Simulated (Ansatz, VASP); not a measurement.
# Rh: VASP beside Ansatz

```
CELL_PARAMETERS angstrom
0.00000 1.94909 1.85401
1.94909 0.00000 1.85401
1.94909 1.94909 0.00000
ATOMIC_POSITIONS crystal
Rh 0.00000 0.00000 0.00000
```

Change from the starting cell: strain +0.025 along x and y, -0.025 along z, atoms carried along.

Alike in both runs: task single point; functional PBE; k mesh 22 × 22 × 22; no spin polarisation.

```csv
,VASP,Ansatz
version,VASP 6.6.1,Ansatz 0.2.0
potentials or method,"VASP PAW PBE potentials, release 64 (Rh_pv), cutoff 520 eV","scalar-relativistic, plane waves, PAW"
occupations,"methfessel-paxton of order 1, width 0.02 eV","cold, width 0.02 eV"
valence electrons in the cell,15,17
```

|  | VASP | Ansatz | Ansatz less VASP |
| --- | --- | --- | --- |
| gap on the k mesh at the Fermi level (eV) | none | none | - |
| pressure (GPa) | -0.5 | -0.5 | 0.00 |
| traceless stress, the component that is largest in VASP (GPa) | 7.25 | 7.25 | -0.003 |

A gap of «none» marks a metal or a gap that the smearing closes. VASP's potentials hold 15 valence electrons a cell and Ansatz's 17, so a difference there can come from the potentials and not from the codes.
